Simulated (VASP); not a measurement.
A run of VASP 6.6.1 is set up as follows.

The input POSCAR:

```
Pt
1.0
    0.0000000000      2.8690380795      2.8690380795
    2.8690380795      0.0000000000      2.8690380795
    2.8690380795      2.8690380795      0.0000000000
Pt
2
Direct
    0.1250000000      0.1250000000      0.1250000000
    0.8750000000      0.8750000000      0.8750000000
```

INCAR.step1

```
SYSTEM = Pt
PREC = Accurate
ENCUT = 520
ISMEAR = -1
SIGMA = 0.05
LREAL = .FALSE.
LASPH = .TRUE.
NELM = 150
ISPIN = 2
MAGMOM = -0.668 -0.668
LMAXMIX = 4
NBANDS = 21
GGA = PE
ALGO = Normal
EDIFF = 1E-4
LWAVE = .TRUE.
LCHARG = .FALSE.
```

INCAR.step2

```
SYSTEM = Pt
PREC = Accurate
ENCUT = 520
EDIFF = 1E-7
ISMEAR = -1
SIGMA = 0.05
LREAL = .FALSE.
LASPH = .TRUE.
NELM = 150
ALGO = Normal
ISIF = 2
LWAVE = .FALSE.
LCHARG = .TRUE.
ISPIN = 2
MAGMOM = -0.668 -0.668
LORBIT = 11
LMAXMIX = 4
METAGGA = R2SCAN
LMIXTAU = .TRUE.
LELF = .TRUE.
LVHAR = .TRUE.
NBANDS = 21
ISTART = 1
```

Contents of KPOINTS:

```
Automatic mesh
0
G
  16 16 16
  0 0 0
```

Potentials or basis: VASP PAW PBE potentials, release 64 (Pt).

Run with:

```sh
$ cat potpaw_PBE.64/Pt/POTCAR > POTCAR
$ cp INCAR.step1 INCAR
$ mpirun -np 1 vasp_std > vasp.out
$ cp INCAR.step2 INCAR
$ mpirun -np 1 vasp_std > vasp.out
```

Problem. Estimate the pressure.

Solution. 0.0 GPa.

Problem. What does it give for the net moment?

Solution. -1.40 μB per cell.

Problem. What does it give for the site moments?

Solution. Pt -0.68 μB.

Caveat: the PAW data sets were made with another functional, which shifts forces and pressure a little.
